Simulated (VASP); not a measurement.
# Re (P6_3/mmc) in VASP: single point with r2SCAN

Aim: the single point of Re with r2SCAN.

All numbers are computed with VASP 6.6.1; they aren't measurements. Logs are shortened: lines on timing, memory, paths and dates and some standing lists are left out, and cuts for length are marked.

## (1) The cell of the first run

Symmetry: P6_3/mmc, No. 194, hexagonal system. The conventional cell has a = 2.775 Å, b = 2.775 Å, c = 4.484 Å, α = 90.00°, β = 90.00°, γ = 120.00°. Within 3.6 Å of Re (site symmetry -6m2) lie 12 Re at 2.76 to 2.77 Å.

## (2) Single point, r2SCAN

POSCAR reads:

```
Re
1.0
    2.7748870729      0.0000000000      0.0000000000
   -1.3874435364      2.4031226978      0.0000000000
    0.0000000000      0.0000000000      4.4841279623
Re
2
Direct
    0.3333333333      0.6666666667      0.2500000000
    0.6666666667      0.3333333333      0.7500000000
```

INCAR.step1 reads:

```
ALGO = Normal
EDIFF = 1E-4
ENCUT = 520
GGA = PE
ISMEAR = 0
LASPH = T
LCHARG = F
LREAL = F
LWAVE = T
NBANDS = 14
NELM = 80
PREC = Accurate
SIGMA = 0.1
```

INCAR.step2 reads:

```
ALGO = Normal
EDIFF = 1E-6
ENCUT = 520
ISIF = 2
ISMEAR = 0
ISTART = 1
LASPH = T
LCHARG = F
LMIXTAU = T
LREAL = F
LWAVE = F
METAGGA = R2SCAN
NBANDS = 14
NELM = 80
PREC = Accurate
SIGMA = 0.1
```

KPOINTS reads:

```
k-points
0
Gamma
  18 18 10
```

Potentials or basis: VASP PAW PBE potentials, release 64 (Re).

Run with:

```sh
cat potpaw_PBE.64/Re/POTCAR > POTCAR
cp INCAR.step1 INCAR
mpirun -np 1 vasp_std > vasp.out
cp INCAR.step2 INCAR
mpirun -np 1 vasp_std > vasp.out
```

OUTCAR:

```text
EDIFF = 1E-6
   ENCUT = 520
   ISIF = 2
   ISMEAR = 0
   ISTART = 1
   LASPH = T
   LREAL = F
   METAGGA = R2SCAN
   NELM = 80
   PREC = Accurate

 ion  position               nearest neighbor table
   1  0.333  0.667  0.250-   2 2.76   2 2.76   2 2.76   2 2.76   2 2.76   2 2.76
   2  0.667  0.333  0.750-   1 2.76   1 2.76   1 2.76   1 2.76   1 2.76   1 2.76

  LATTYP: Found a hexagonal cell.
 ALAT       =     2.7748870729
 C/A-ratio  =     1.6159677293

  Lattice vectors:

 A1 = (   2.7748870729,   0.0000000000,   0.0000000000)
 A2 = (  -1.3874435364,   2.4031226978,   0.0000000000)
 A3 = (   0.0000000000,   0.0000000000,   4.4841279623)

Analysis of symmetry for initial positions (statically):
=====================================================================
 Subroutine PRICEL returns:
 Original cell was already a primitive cell.

 Routine SETGRP: Setting up the symmetry group for a
 hexagonal supercell.

 Subroutine GETGRP returns: Found 24 space group operations
 (whereof 12 operations were pure point group operations)
 out of a pool of 24 trial point group operations.

The static configuration has the point symmetry D_3d.
 The point group associated with its full space group is D_6h.

Analysis of symmetry for dynamics (positions and initial velocities):
=====================================================================
 Subroutine PRICEL returns:
 Original cell was already a primitive cell.

 Routine SETGRP: Setting up the symmetry group for a
 hexagonal supercell.

 Subroutine GETGRP returns: Found 24 space group operations
 (whereof 12 operations were pure point group operations)
 out of a pool of 24 trial point group operations.

The dynamic configuration has the point symmetry D_3d.
 The point group associated with its full space group is D_6h.

 Subroutine INISYM returns: Found 24 space group operations
 (whereof 12 operations are pure point group operations),
 and found     1 'primitive' translations

----------------------------------------------------------------------------------------

                                     Primitive cell

  volume of cell :      29.9019

  direct lattice vectors                    reciprocal lattice vectors
     2.774887073  0.000000000  0.000000000     0.360375026  0.208062618  0.000000000
    -1.387443536  2.403122698  0.000000000     0.000000000  0.416125236  0.000000000
     0.000000000  0.000000000  4.484127962     0.000000000  0.000000000  0.223008801

  length of vectors
     2.774887073  2.774887073  4.484127962     0.416125236  0.416125236  0.223008801
[... 93 lines left out ...]
   NUPDOWN=      -1.0000    fix difference up-down
   EMIN   =  10.00;   EMAX   =-10.00  energy-range for DOS
   EFERMI =   0.00;   METHOD = LEGACY
   ISMEAR =     0;   SIGMA  =   0.10  broadening in eV -4-tet -1-fermi 0-gaus
   EFERMI_NEDOS =   21; number of points for ismear=-14 and -15
   IALGO  =     38    algorithm
   IMIX   =      4    mixing-type and parameters
     AMIX     =   0.40;   BMIX     =  1.00
     AMIX_MAG =   1.60;   BMIX_MAG =  1.00
  volume/ion in A,a.u.               =      14.95       100.89
  Fermi-wavevector in a.u.,A,eV,Ry     =   1.271211  2.402241 21.986719  1.615978
  Thomas-Fermi vector in A             =   2.404157
   LORBIT       =      0    0 simple, 1 ext, 2 COOP (PROOUT), +10 PAW based schemes
   METAGGA = R2SCAN    functional components
   LHFCALC =     F    Hartree Fock is set to
   AEXX    =    0.0000 exact exchange contribution
   IVDW    =     0    specifies the selected vdW correction
   LEPSILON=     F    determine dielectric tensor
   LRPA    =     F    only Hartree local field effects (RPA)
 non-spin polarized calculation
 Gauss-broadening in eV      SIGMA  =   0.10
  energy-cutoff  :      520.00
  volume of cell :       29.90
 maximum number of plane-waves:       817
 NGX is ok and might be reduce to    24
   NGX = 11   NGY = 11   NGZ = 17

 number of electron      14.0000000 magnetization

 Free energy of the ion-electron system (eV)
  ---------------------------------------------------
  ext. energy  EPLUGINS =         0.00000000
  ---------------------------------------------------
  free energy    TOTEN  =      -104.89424318 eV

  energy without entropy =     -104.88649376  energy(sigma->0) =     -104.89036847

 E-fermi :   7.4707     XC(G=0): -14.8908

 val. band max:        7.4549978172   @ k =   0.2778   0.1667   0.5000
 cond. band min:       7.4707878654   @ k =   0.3333   0.1667   0.4000
 fundamental gap:      0.0157900482
 Fermi energy:         7.4707024167

 k-point     1 :       0.0000    0.0000    0.0000
  band No.  band energies     occupation
      1      -2.7441      2.00000
      2       0.6773      2.00000
      3       5.8795      2.00000
      4       5.9101      2.00000
      5       5.9101      2.00000
      6       6.7497      2.00000
      7       6.7497      2.00000
      8       7.7113      0.00067
      9       7.7113      0.00067
     10       7.9955      0.00000
     11      10.9323      0.00000
     12      10.9323      0.00000
     13      17.8133      0.00000
     14      22.2959      0.00000
[... 377 lines left out ...]
      1       1.7396      2.00000
      2       1.8924      2.00000
      3       2.2480      2.00000
      4       5.0633      2.00000
      5       5.3900      2.00000
      6       6.0611      2.00000
      7       6.8293      2.00000
      8      10.7378      0.00000
      9      11.3524      0.00000
     10      11.6373      0.00000
     11      13.2037      0.00000
     12      16.0962      0.00000
     13      18.0366      0.00000
     14      19.1925      0.00000

 [... further k-points ...]

------------------------ aborting loop because EDIFF is reached ----------------------------------------

  FORCE on cell =-STRESS in cart. coord.  units (eV):
  Direction    XX          YY          ZZ          XY          YZ          ZX
  --------------------------------------------------------------------------------------
  -------------------------------------------------------------------------------------
  Total       -1.2335497     -1.2335497     -1.1524868     -0.0000000     -0.0000000     -0.0000000
  in kB      -66.0949062    -66.0949062    -61.7514684     -0.0000000     -0.0000000     -0.0000000
  external PRESSURE =     -64.6470936 kB  Pullay stress =       0.0000000 kB

 VOLUME and BASIS-vectors are now :
 -----------------------------------------------------------------------------
  energy-cutoff  :      520.00
  volume of cell :       29.90
      direct lattice vectors                 reciprocal lattice vectors
     2.774887073  0.000000000  0.000000000     0.360375026  0.208062618  0.000000000
    -1.387443536  2.403122698  0.000000000     0.000000000  0.416125236  0.000000000
     0.000000000  0.000000000  4.484127962     0.000000000  0.000000000  0.223008801

 POSITION                                       TOTAL-FORCE (eV/Angst)
 -----------------------------------------------------------------------------------
     -0.00000      1.60208      1.12103         0.000000     -0.000000      0.000000
      1.38744      0.80104      3.36310        -0.000000      0.000000      0.000000
 -----------------------------------------------------------------------------------
    total drift:                               -0.000000      0.000000     -0.000000

  FREE ENERGIE OF THE ION-ELECTRON SYSTEM (eV)
  ---------------------------------------------------
  free  energy   TOTEN  =      -104.8942431758 eV

  energy  without entropy=     -104.8864937614  energy(sigma->0) =     -104.89036847
```

OUTCAR.step1:

```text
EDIFF = 1E-4
   ENCUT = 520
   GGA = PE
   ISMEAR = 0
   LASPH = T
[... 632 lines left out ...]
 -----------------------------------------------------------------------------------
     -0.00000      1.60208      1.12103        -0.000000      0.000000      0.000000
      1.38744      0.80104      3.36310         0.000000     -0.000000      0.000000
 -----------------------------------------------------------------------------------
    total drift:                               -0.000000      0.000000     -0.000000

  FREE ENERGIE OF THE ION-ELECTRON SYSTEM (eV)
  ---------------------------------------------------
  free  energy   TOTEN  =       -24.8544887615 eV

  energy  without entropy=      -24.8460972838  energy(sigma->0) =      -24.85029302
```

Wall time 8.4 min (1 thread of Intel Xeon 8259CL, shared host); peak memory 0.22 GiB.

What came out:

```
Free energy            : -104.8942 eV
Pressure               : -6.5 GPa
Band gap on the k mesh : zero (bands 7 and 8 overlap by 3.11 eV)
```

Stress tensor (GPa, compression positive):
```
-6.61  0.00  0.00
 0.00 -6.61  0.00
 0.00  0.00 -6.18
```

Caveat: the cell stands under tension; the PAW data sets were made with another functional, which shifts forces and pressure a little; spin-orbit coupling is left out, which moves the levels of the heavy elements.
